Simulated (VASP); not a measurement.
# BN (sol2) (P6_3mc) in VASP: a series of runs, part 2 of 2

VASP 6.6.1.

### Step 4. Single point, PBEsol (strained cell)

Input file INCAR:

```
  ALGO = Normal
  EDIFF = 1E-6
  ENCUT = 910
  GGA = PS
  GGA_COMPAT = F
  ISIF = 2
  ISMEAR = 0
  LASPH = T
  LCHARG = F
  LREAL = F
  LWAVE = F
  NBANDS = 16
  NELM = 120
  PREC = Accurate
  SIGMA = 0.02
```

Input file KPOINTS:

```
k-points
0
Gamma
  9 9 6
```

Input file POSCAR:

```
BN
1.0
    2.5024521521      0.0000000000      0.0000000000
   -1.2512260761      2.1671871355      0.0000000000
    0.0000000000      0.0000000000      4.2124704523
B N
2 2
Direct
    0.3333333333      0.6666666667      0.0000745351
    0.6666666667      0.3333333333      0.5000745351
    0.3333333333      0.6666666667      0.3739254649
    0.6666666667      0.3333333333      0.8739254649
```

Potentials or basis: VASP PAW PBE potentials, release 64 (B_h, N_h).

Command:

```
$ cat potpaw_PBE.64/B_h/POTCAR potpaw_PBE.64/N_h/POTCAR > POTCAR
$ mpirun -np 1 vasp_std > vasp.out
```

OUTCAR:

```text
EDIFF = 1E-6
   ENCUT = 910
   GGA = PS
   ISIF = 2
   ISMEAR = 0
   LASPH = T
   LREAL = F
   NELM = 120
   PREC = Accurate

 ion  position               nearest neighbor table
   1  0.333  0.667  0.000-
   2  0.667  0.333  0.500-
   3  0.333  0.667  0.374-
   4  0.667  0.333  0.874-

  LATTYP: Found a hexagonal cell.
[... 656 lines left out ...]

  FORCE on cell =-STRESS in cart. coord.  units (eV):
  Direction    XX          YY          ZZ          XY          YZ          ZX
  --------------------------------------------------------------------------------------
  -------------------------------------------------------------------------------------
  Total        2.4751729      2.4751729     -0.0889776     -0.0000000      0.0000000      0.0000000
  in kB      173.5869440    173.5869440     -6.2401129     -0.0000000      0.0000000      0.0000000
  external PRESSURE =     113.6445917 kB  Pullay stress =       0.0000000 kB

 VOLUME and BASIS-vectors are now :
 -----------------------------------------------------------------------------
  energy-cutoff  :      910.00
  volume of cell :       22.85
      direct lattice vectors                 reciprocal lattice vectors
     2.502452152  0.000000000  0.000000000     0.399608040  0.230713810  0.000000000
    -1.251226076  2.167187135  0.000000000     0.000000000  0.461427619  0.000000000
     0.000000000  0.000000000  4.212470452     0.000000000  0.000000000  0.237390389

 POSITION                                       TOTAL-FORCE (eV/Angst)
 -----------------------------------------------------------------------------------
     -0.00000      1.44479      0.00031         0.000000      0.000000      0.004188
      1.25123      0.72240      2.10655        -0.000000     -0.000000      0.004188
     -0.00000      1.44479      1.57515         0.000000     -0.000000     -0.004188
      1.25123      0.72240      3.68139        -0.000000      0.000000     -0.004188
 -----------------------------------------------------------------------------------
    total drift:                               -0.000000      0.000000     -0.001242

  FREE ENERGIE OF THE ION-ELECTRON SYSTEM (eV)
  ---------------------------------------------------
  free  energy   TOTEN  =       -36.6349019097 eV

  energy  without entropy=      -36.6349019097  energy(sigma->0) =      -36.63490191
```

stdout:

```text
POSCAR found type information on POSCAR B N
 POSCAR found :  2 types and       4 ions
 scaLAPACK will be used
 -----------------------------------------------------------------------------
|                                                                             |
|                                                                             |
|     You enforced a specific xc type in the INCAR file but a different       |
|     I HOPE YOU KNOW WHAT YOU ARE DOING!                                     |
|                                                                             |
 -----------------------------------------------------------------------------

 LDA part: xc-table for (Slater+PW92), standard interpolation
 POSCAR, INCAR and KPOINTS ok, starting setup
 FFT: planning ... GRIDC
 FFT: planning ... GRID_SOFT
 FFT: planning ... GRID
 WAVECAR not read
 entering main loop
```

Run time: 27 s. Hardware: 1 thread of Intel Xeon 6975P-C (Granite Rapids), shared host; peak memory 0.18 GiB.

Results:

| Property | Result |
| --- | --- |
| Free energy | -36.6349 eV |
| Pressure | 11.4 GPa |
| Largest force | 0.004 eV/Å |
| Band gap on the k mesh | 4.79 eV, indirect (least direct gap 8.16 eV) |

Forces in eV/Å, atoms in the order of the input:
```
B    0.000  0.000  0.004
B    0.000  0.000  0.004
N    0.000  0.000 -0.004
N    0.000  0.000 -0.004
```

Levels at points of the mesh, in eV from the valence-band top:
| k point | band 5 | band 6 | band 7 | band 8 | band 9 | band 10 | band 11 | band 12 |
| --- | --- | --- | --- | --- | --- | --- | --- | --- |
| (0.00, 0.00, 0.00) | -2.09 | -0.41 | 0.00 | 0.00 | 8.16 | 8.59 | 8.59 | 10.24 |
| (0.00, 0.00, 0.50) | -1.15 | -1.15 | -1.15 | -1.15 | 9.95 | 9.95 | 10.15 | 10.15 |

Caveat: the cell differs from its parent crystal (strained cell); the cutoff is under 1.25 times the usual one of these potentials, so pressure, stress and relaxed cells hold a basis-set (Pulay) error; the PAW data sets were made with another functional, which shifts forces and pressure a little. A k mesh can miss the band edges.

### Step 5. Single point, PBEsol (strained cell)

Input file INCAR:

```
PREC = Accurate
ENCUT = 910
EDIFF = 1E-6
ISMEAR = 0
SIGMA = 0.02
LREAL = F
LASPH = T
NELM = 120
ALGO = Normal
ISIF = 2
LWAVE = F
LCHARG = F
GGA = PS
NBANDS = 16
GGA_COMPAT = F
```

Input file KPOINTS:

```
regular mesh
0
Gamma
  9 9 6
```

POSCAR: that of step 4 with these lines changed.

```diff
@@ -4,3 +4,3 @@
    -1.2512260761      2.1671871355      0.0000000000
-    0.0000000000      0.0000000000      4.2124704523
+    0.0000000000      0.0000000000      4.2100964420
 B N
```

Command:

```
$ cat potpaw_PBE.64/B_h/POTCAR potpaw_PBE.64/N_h/POTCAR > POTCAR
$ mpirun -np 1 vasp_std > vasp.out
```

Run time: 22 s. Hardware: 1 thread of AMD EPYC 9R45 (Zen 5), shared host; peak memory 0.15 GiB.

It converged, with:

- Free energy: -36.6349 eV
- Pressure: 11.6 GPa
- Largest force: 0.004 eV/Å
- Band gap on the k mesh: 4.80 eV, indirect (least direct gap 8.19 eV)

Forces in eV/Å, atoms in the order of the input:
```
B    0.000  0.000  0.004
B    0.000  0.000  0.004
N    0.000  0.000 -0.004
N    0.000  0.000 -0.004
```

Stress tensor (GPa, compression positive):
```
17.40  0.00  0.00
 0.00 17.40  0.00
 0.00  0.00 -0.01
```

Levels at points of the mesh, in eV from the valence-band top:
```
           k point  band 4  band 5  band 6  band 7  band 8  band 9  band 10  band 11  band 12  band 13
(0.00, 0.00, 0.00)   -2.09   -2.09   -0.41    0.00    0.00    8.19     8.59     8.59    10.24    11.39
(0.00, 0.00, 0.50)   -6.10   -1.16   -1.16   -1.16   -1.16    9.95     9.95    10.15    10.15    10.15
```

Caveat: the cell differs from its parent crystal (strained cell); the cutoff is under 1.25 times the usual one of these potentials, so pressure, stress and relaxed cells hold a basis-set (Pulay) error; the PAW data sets were made with another functional, which shifts forces and pressure a little. A k mesh can miss the band edges.

### Step 6. Single point, PBEsol (strained cell)

Input file INCAR:

```
SYSTEM = BN
ALGO = Normal ; EDIFF = 1E-6
ENCUT = 910 ; GGA = PS
GGA_COMPAT = .FALSE. ; ISIF = 2
ISMEAR = 0 ; LASPH = .TRUE.
LCHARG = .TRUE. ; LELF = .TRUE.
LREAL = .FALSE. ; LVHAR = .TRUE.
LWAVE = .FALSE. ; NBANDS = 16
NELM = 120 ; PREC = Accurate
SIGMA = 0.02
```

Input file KPOINTS:

```
k-points
0
G
  9 9 6
  0 0 0
```

POSCAR: that of step 5 with these lines changed.

```diff
@@ -4,3 +4,3 @@
    -1.2512260761      2.1671871355      0.0000000000
-    0.0000000000      0.0000000000      4.2100964420
+    0.0000000000      0.0000000000      4.2102962900
 B N
```

Potentials or basis: VASP PAW PBE potentials, release 64 (B_h, N_h).

Command:

```
$ cat potpaw_PBE.64/B_h/POTCAR potpaw_PBE.64/N_h/POTCAR > POTCAR
$ mpirun -np 1 vasp_std > vasp.out
```

Run time: 38 s. Hardware: 1 thread of AMD EPYC 9R45 (Zen 5), shared host; peak memory 0.15 GiB.

The run converged. Its results:

- Free energy: -36.6349 eV
- Pressure: 11.6 GPa
- Largest force: 0.004 eV/Å
- Band gap on the k mesh: 4.80 eV, indirect (least direct gap 8.18 eV)

Forces on the atoms (eV/Å):
```
B    0.000  0.000  0.004
B    0.000  0.000  0.004
N    0.000  0.000 -0.004
N    0.000  0.000 -0.004
```

Stress tensor (GPa, compression positive):
```
17.40  0.00  0.00
 0.00 17.40  0.00
 0.00  0.00 -0.07
```

Levels at points of the mesh, in eV from the valence-band top:
```
           k point  band 5  band 6  band 7  band 8  band 9  band 10  band 11  band 12
(0.00, 0.00, 0.00)   -2.09   -0.41    0.00    0.00    8.18     8.59     8.59    10.24
(0.00, 0.00, 0.50)   -1.16   -1.16   -1.16   -1.16    9.95     9.95    10.15    10.15
```

Caveat: the cell differs from its parent crystal (strained cell); the cutoff is under 1.25 times the usual one of these potentials, so pressure, stress and relaxed cells hold a basis-set (Pulay) error; the PAW data sets were made with another functional, which shifts forces and pressure a little. A k mesh can miss the band edges.

### Step 7. Overview

```tsv
task	potentials or basis	cell	cutoff (eV)	second run	gap on the mesh (eV)	pressure (GPa)
relaxation of the atoms	VASP PAW PBE potentials, release 64 (B, N)	atoms relaxed from a = 2.502, b = 2.502, c = 4.210 Å, angles 90.0, 90.0, 120.0°, 4 atoms	520	-	4.78	12.5
relaxation of the atoms	VASP PAW PBE potentials, release 64 (B, N)	atoms relaxed from a = 2.502, b = 2.502, c = 4.240 Å, angles 90.0, 90.0, 120.0°, 4 atoms	520	-	4.77	9.6
single point	VASP PAW PBE potentials, release 64 (B_h, N_h)	a = 2.502, b = 2.502, c = 4.212 Å, angles 90.0, 90.0, 120.0°, 4 atoms	910	hard_potentials	4.79	11.4
single point	VASP PAW PBE potentials, release 64 (B_h, N_h)	a = 2.502, b = 2.502, c = 4.210 Å, angles 90.0, 90.0, 120.0°, 4 atoms	910	hard_potentials	4.80	11.6
```

Alike in all rows: level PBEsol; no spin polarisation; k mesh 9 × 9 × 6; smearing gaussian 0.02 eV.

Caveats: the PAW data sets were made with another functional, which shifts forces and pressure a little; the cutoff is under 1.25 times the usual one of these potentials, so pressure, stress and relaxed cells hold a basis-set (Pulay) error (some runs).

Absolute energies hang on the potentials; compare differences alone.
